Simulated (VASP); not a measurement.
# TiSi2 (Cmcm) in VASP: single point with r2SCAN

Aim: the single point of TiSi2 with r2SCAN.

Everything below comes from runs of VASP 6.6.1. Logs are shortened: lines on timing, memory, paths and dates and some standing lists are left out, and cuts for length are marked.

### 1 The cell of the first run

Symmetry: Cmcm, No. 63, orthorhombic system. The conventional cell has a = 3.530 Å, b = 13.519 Å, c = 3.565 Å, α = 90.00°, β = 90.00°, γ = 90.00°. Ti (site symmetry m2m) has 10 Si at 2.58 to 2.81 Å and 6 Ti at 3.31 to 3.57 Å within 3.6 Å. Si (site symmetry m2m) has 6 Si at 2.38 to 3.15 Å and 6 Ti at 2.58 to 2.81 Å within 3.2 Å. Si (site symmetry m2m) has 8 Si at 2.51 to 3.15 Å and 4 Ti at 2.66 to 2.67 Å within 3.3 Å.

### 2 Single point, r2SCAN

POSCAR

```
TiSi2
1.0
    1.7651050200     -6.7592815400      0.0000000000
    1.7651050200      6.7592815400      0.0000000000
    0.0000000000      0.0000000000      3.5651739700
Ti Si
2 4
Direct
    0.8968819200      0.1031180800      0.7500000000
    0.1031180800      0.8968819200      0.2500000000
    0.5582514500      0.4417485500      0.7500000000
    0.4417485500      0.5582514500      0.2500000000
    0.2496851800      0.7503148200      0.7500000000
    0.7503148200      0.2496851800      0.2500000000
```

INCAR.step1

```
PREC = Accurate ; ENCUT = 520
ISMEAR = 0 ; SIGMA = 0.1
LREAL = F ; LASPH = T
NELM = 60 ; NBANDS = 29
GGA = PE ; ALGO = Normal
EDIFF = 1E-4 ; LWAVE = T
LCHARG = F
```

INCAR.step2

```
PREC = Accurate ; ENCUT = 520
EDIFF = 1E-6 ; ISMEAR = 0
SIGMA = 0.1 ; LREAL = F
LASPH = T ; NELM = 60
ALGO = Normal ; ISIF = 2
LWAVE = F ; LCHARG = F
METAGGA = R2SCAN ; LMIXTAU = T
NBANDS = 29 ; ISTART = 1
```

KPOINTS

```
Automatic mesh
0
Gamma
  6 6 6
```

Potentials or basis: VASP PAW PBE potentials, release 64 (Ti_sv, Si).

Started as:

```
> cat potpaw_PBE.64/Ti_sv/POTCAR potpaw_PBE.64/Si/POTCAR > POTCAR
> cp INCAR.step1 INCAR
> mpirun -np 1 vasp_std > vasp.out
> cp INCAR.step2 INCAR
> mpirun -np 1 vasp_std > vasp.out
```

OUTCAR:

```text
PREC = Accurate
   ENCUT = 520
   EDIFF = 1E-6
   ISMEAR = 0
   LREAL = F
   LASPH = T
   NELM = 60
   ISIF = 2
   METAGGA = R2SCAN
   ISTART = 1

 ion  position               nearest neighbor table
   1  0.897  0.103  0.750-   4 2.58   4 2.58   4 2.58   4 2.58   5 2.66   5 2.66   6 2.67   6 2.67
                             3 2.81   3 2.81
   2  0.103  0.897  0.250-   3 2.58   3 2.58   3 2.58   3 2.58   6 2.66   6 2.66   5 2.67   5 2.67
                             4 2.81   4 2.81
   3  0.558  0.442  0.750-   4 2.38   4 2.38   2 2.58   2 2.58   2 2.58   2 2.58   1 2.81   1 2.81
                             5 3.13   5 3.13
   4  0.442  0.558  0.250-   3 2.38   3 2.38   1 2.58   1 2.58   1 2.58   1 2.58   2 2.81   2 2.81
                             6 3.13   6 3.13
   5  0.250  0.750  0.750-   6 2.51   6 2.51   6 2.51   6 2.51   1 2.66   1 2.66   2 2.67   2 2.67
                             3 3.13   3 3.13
   6  0.750  0.250  0.250-   5 2.51   5 2.51   5 2.51   5 2.51   2 2.66   2 2.66   1 2.67   1 2.67
                             4 3.13   4 3.13

  LATTYP: Found a base centered orthorhombic cell.
 ALAT       =     3.5302100400
 B/A-ratio  =     3.8293934148
 C/A-ratio  =     1.0099042067

  Lattice vectors:

 A1 = (   1.7651050200,  -6.7592815400,   0.0000000000)
 A2 = (   1.7651050200,   6.7592815400,   0.0000000000)
 A3 = (   0.0000000000,   0.0000000000,   3.5651739700)

Analysis of symmetry for initial positions (statically):
=====================================================================
 Subroutine PRICEL returns:
 Original cell was already a primitive cell.

 Routine SETGRP: Setting up the symmetry group for a
 base centered orthorhombic supercell.

 Subroutine GETGRP returns: Found  8 space group operations
 (whereof  4 operations were pure point group operations)
 out of a pool of  8 trial point group operations.

The static configuration has the point symmetry C_2h.
 The point group associated with its full space group is D_2h.

Analysis of symmetry for dynamics (positions and initial velocities):
=====================================================================
 Subroutine PRICEL returns:
 Original cell was already a primitive cell.

 Routine SETGRP: Setting up the symmetry group for a
 base centered orthorhombic supercell.

 Subroutine GETGRP returns: Found  8 space group operations
 (whereof  4 operations were pure point group operations)
 out of a pool of  8 trial point group operations.

The dynamic configuration has the point symmetry C_2h.
 The point group associated with its full space group is D_2h.

 Subroutine INISYM returns: Found  8 space group operations
 (whereof  4 operations are pure point group operations),
 and found     1 'primitive' translations

----------------------------------------------------------------------------------------

                                     Primitive cell

  volume of cell :      85.0711

  direct lattice vectors                    reciprocal lattice vectors
     1.765105020 -6.759281540  0.000000000     0.283269264 -0.073972359  0.000000000
     1.765105020  6.759281540  0.000000000     0.283269264  0.073972359  0.000000000
     0.000000000  0.000000000  3.565173970     0.000000000  0.000000000  0.280491221

  length of vectors
     6.985948945  6.985948945  3.565173970     0.292768485  0.292768485  0.280491221

  position of ions in fractional coordinates (direct lattice)
     0.896881920  0.103118080  0.750000000
     0.103118080  0.896881920  0.250000000
     0.558251450  0.441748550  0.750000000
     0.441748550  0.558251450  0.250000000
     0.249685180  0.750314820  0.750000000
     0.750314820  0.249685180  0.250000000

  ion indices of the primitive-cell ions
   primitive index   ion index
                 1           1
                 2           2
                 3           3
                 4           4
                 5           5
                 6           6

----------------------------------------------------------------------------------------

 KPOINTS: Automatic mesh

Automatic generation of k-mesh.
 Grid dimensions read from file:
 generate k-points for:    6    6    6

 Generating k-lattice:

  Cartesian coordinates                     Fractional coordinates (reciprocal lattice)
     0.047211544 -0.012328726  0.000000000     0.166666667  0.000000000  0.000000000
     0.047211544  0.012328726  0.000000000     0.000000000  0.166666667  0.000000000
     0.000000000  0.000000000  0.046748537     0.000000000  0.000000000  0.166666667

  Length of vectors
     0.048794748  0.048794748  0.046748537

  Shift w.r.t. Gamma in fractional coordinates (k-lattice)
     0.000000000  0.000000000  0.000000000

 Subroutine IBZKPT returns following result:
 ===========================================

 Found     52 irreducible k-points:

 Following reciprocal coordinates:
            Coordinates               Weight
  0.000000  0.000000  0.000000      1.000000
  0.166667  0.000000  0.000000      4.000000
  0.333333  0.000000  0.000000      4.000000
  0.500000  0.000000  0.000000      2.000000
  0.166667  0.166667  0.000000      2.000000
  0.333333  0.166667  0.000000      4.000000
[... 16 lines left out ...]
  0.333333  0.333333  0.166667      4.000000
  0.500000  0.333333  0.166667      8.000000
 [... further k-points ...]
   k-points           NKPTS =     52   k-points in BZ     NKDIM =     52   number of bands    NBANDS=     29
   number of dos      NEDOS =    301   number of ions     NIONS =      6
   total plane-waves  NPLWV =  81648
   dimension x,y,z NGX =    54 NGY =   54 NGZ =   28
   dimension x,y,z NGXF=   108 NGYF=  108 NGZF=   56
   ions per type =               2   4
   NGX,Y,Z   is equivalent  to a cutoff of  12.85, 12.85, 13.06 a.u.
   NGXF,Y,Z  is equivalent  to a cutoff of  25.70, 25.70, 26.11 a.u.
 SYSTEM =  unknown system
   PREC   = accura    normal or accurate (medium, high low for compatibility)
   ISTART =      1    job   : 0-new  1-cont  2-samecut
   ICHARG =      0    charge: 1-file 2-atom 10-const
   ISPIN  =      1    spin polarized calculation?
   LNONCOLLINEAR =      F non collinear calculations
   LSORBIT =      F    spin-orbit coupling
   LASPH  =      T    aspherical Exc in radial PAW
   ENCUT  =  520.0 eV  38.22 Ry    6.18 a.u.  12.99 12.99  6.63*2*pi/ulx,y,z
   NELM   =     60;   NELMIN=  2; NELMDL=  0     # of ELM steps
   EDIFF  = 0.1E-05   stopping-criterion for ELM
   LREAL  =      F    real-space projection
   EDIFFG = 0.1E-04   stopping-criterion for IOM
   NSW    =      0    number of steps for IOM
   IBRION =     -1    ionic relax: 0-MD 1-quasi-New 2-CG
   NFREE  =      0    steps in history (QN), initial steepest desc. (CG)
   ISIF   =      2    stress and relaxation
   ISYM   =      2    0-nonsym 1-usesym 2-fastsym
   POTIM  = 0.5000    time-step for ionic-motion
   TEBEG  =    0.0;   TEEND  =   0.0 temperature during run
   PSTRESS=    0.0 pullay stress
   NELECT =      40.0000    total number of electrons
   NUPDOWN=      -1.0000    fix difference up-down
   EMIN   =  10.00;   EMAX   =-10.00  energy-range for DOS
   EFERMI =   0.00;   METHOD = LEGACY
   ISMEAR =     0;   SIGMA  =   0.10  broadening in eV -4-tet -1-fermi 0-gaus
   EFERMI_NEDOS =   21; number of points for ismear=-14 and -15
   IALGO  =     38    algorithm
   IMIX   =      4    mixing-type and parameters
     AMIX     =   0.40;   BMIX     =  1.00
     AMIX_MAG =   1.60;   BMIX_MAG =  1.00
  volume/ion in A,a.u.               =      14.18        95.68
  Fermi-wavevector in a.u.,A,eV,Ry     =   1.273017  2.405653 22.049227  1.620572
  Thomas-Fermi vector in A             =   2.405864
   LORBIT       =      0    0 simple, 1 ext, 2 COOP (PROOUT), +10 PAW based schemes
   METAGGA = R2SCAN    functional components
   LHFCALC =     F    Hartree Fock is set to
   AEXX    =    0.0000 exact exchange contribution
   IVDW    =     0    specifies the selected vdW correction
   LEPSILON=     F    determine dielectric tensor
   LRPA    =     F    only Hartree local field effects (RPA)
 non-spin polarized calculation
 Gauss-broadening in eV      SIGMA  =   0.10
  energy-cutoff  :      520.00
  volume of cell :       85.07
 maximum number of plane-waves:      2318
 NGX is ok and might be reduce to    54
   NGX = 25   NGY = 25   NGZ = 13

 number of electron      40.0000004 magnetization

 Free energy of the ion-electron system (eV)
  ---------------------------------------------------
  ext. energy  EPLUGINS =         0.00000000
  ---------------------------------------------------
  free energy    TOTEN  =       -64.26856380 eV

  energy without entropy =      -64.26003336  energy(sigma->0) =      -64.26429858

 E-fermi :  10.6121     XC(G=0): -12.4357

 val. band max:       10.5750286921   @ k =   0.5000   0.1667   0.0000
 cond. band min:      10.6492914700   @ k =   0.5000   0.3333   0.1667
 fundamental gap:      0.0742627779
 Fermi energy:        10.6121090839

 k-point     1 :       0.0000    0.0000    0.0000
  band No.  band energies     occupation
      1     -48.5978      2.00000
      2     -48.5879      2.00000
      3     -23.9193      2.00000
      4     -23.8693      2.00000
      5     -23.8578      2.00000
      6     -23.8552      2.00000
[... 21 lines left out ...]
     28      13.7463      0.00000
     29      13.9307      0.00000

 k-point     2 :       0.1667    0.0000    0.0000
  band No.  band energies     occupation
      1     -48.5965      2.00000
      2     -48.5868      2.00000
      3     -23.9155      2.00000
      4     -23.8897      2.00000
      5     -23.8737      2.00000
      6     -23.8558      2.00000
[... 21 lines left out ...]
     28      13.8558      0.00000
     29      14.1067      0.00000

 k-point     3 :       0.3333    0.0000    0.0000
  band No.  band energies     occupation
      1     -48.5941      2.00000
      2     -48.5846      2.00000
      3     -23.9307      2.00000
      4     -23.9108      2.00000
      5     -23.9073      2.00000
      6     -23.8517      2.00000
[... 638 lines left out ...]
      5     -23.9019      2.00000
      6     -23.8720      2.00000
[... 21 lines left out ...]
     28      14.0009      0.00000
     29      14.6541      0.00000

 k-point    24 :       0.5000    0.3333    0.1667
  band No.  band energies     occupation
      1     -48.5948      2.00000
      2     -48.5866      2.00000
      3     -23.9081      2.00000
      4     -23.8869      2.00000
      5     -23.8770      2.00000
      6     -23.8723      2.00000
[... 21 lines left out ...]
     28      14.2091      0.00000
     29      14.5226      0.00000

 [... further k-points ...]

------------------------ aborting loop because EDIFF is reached ----------------------------------------

  FORCE on cell =-STRESS in cart. coord.  units (eV):
  Direction    XX          YY          ZZ          XY          YZ          ZX
  --------------------------------------------------------------------------------------
  -------------------------------------------------------------------------------------
  Total        0.1375669      0.1772575     -0.0594174      0.0000000      0.0000000      0.0000000
  in kB        2.5908523      3.3383626     -1.1190320      0.0000000      0.0000000      0.0000000
  external PRESSURE =       1.6033943 kB  Pullay stress =       0.0000000 kB

 VOLUME and BASIS-vectors are now :
 -----------------------------------------------------------------------------
  energy-cutoff  :      520.00
  volume of cell :       85.07
      direct lattice vectors                 reciprocal lattice vectors
     1.765105020 -6.759281540  0.000000000     0.283269264 -0.073972359  0.000000000
     1.765105020  6.759281540  0.000000000     0.283269264  0.073972359  0.000000000
     0.000000000  0.000000000  3.565173970     0.000000000  0.000000000  0.280491221

 POSITION                                       TOTAL-FORCE (eV/Angst)
 -----------------------------------------------------------------------------------
      1.76511     -5.36527      2.67388         0.000000     -0.015255      0.000000
      1.76511      5.36527      0.89129         0.000000      0.015255     -0.000000
      1.76511     -0.78748      2.67388         0.000000     -0.039735      0.000000
      1.76511      0.78748      0.89129         0.000000      0.039735     -0.000000
      1.76511      3.38390      2.67388         0.000000      0.032367      0.000000
      1.76511     -3.38390      0.89129         0.000000     -0.032367     -0.000000
 -----------------------------------------------------------------------------------
    total drift:                                0.000000      0.000000      0.000000

  FREE ENERGIE OF THE ION-ELECTRON SYSTEM (eV)
  ---------------------------------------------------
  free  energy   TOTEN  =       -64.2685637991 eV

  energy  without entropy=      -64.2600333623  energy(sigma->0) =      -64.26429858
```

Wall time 6.8 min (1 thread of Intel Xeon 6975P-C (Granite Rapids), shared host); peak memory 0.35 GiB.

What came out:

```yaml
Free_energy: -64.2686 eV
Pressure: 0.2 GPa
Largest_force: 0.040 eV/Å
Band_gap_on_the_k_mesh: zero (bands 20 and 21 overlap by 1.03 eV)
```

Forces in eV/Å, atoms in the order of the input:
```
Ti   0.000 -0.015  0.000
Ti   0.000  0.015  0.000
Si   0.000 -0.040  0.000
Si   0.000  0.040  0.000
Si   0.000  0.032  0.000
Si   0.000 -0.032  0.000
```

Levels at points of the mesh, in eV from the Fermi level:
```csv
k point,band 16,band 17,band 18,band 19,band 20,band 21,band 22,band 23,band 24,band 25
"(0.00, 0.00, 0.00)",-2.68,-2.30,-2.23,-2.20,0.47,0.85,0.89,0.96,1.38,1.56
"(0.50, 0.00, 0.00)",-2.66,-1.81,-1.59,-0.66,-0.64,-0.57,1.29,1.62,1.87,1.89
"(0.50, 0.50, 0.00)",-2.84,-2.63,-2.17,-1.22,0.38,0.69,0.78,0.95,1.36,2.20
"(0.00, 0.00, 0.50)",-2.48,-1.71,-1.71,-0.07,-0.07,0.87,0.87,1.51,1.51,1.87
"(0.50, 0.00, 0.50)",-4.41,-3.50,-3.50,-2.64,-2.64,1.93,1.93,2.15,2.15,2.71
"(0.50, 0.50, 0.50)",-3.60,-2.22,-2.22,-0.95,-0.95,0.57,0.57,1.89,1.89,2.64
```

Caveat: the PAW data sets were made with another functional, which shifts forces and pressure a little.
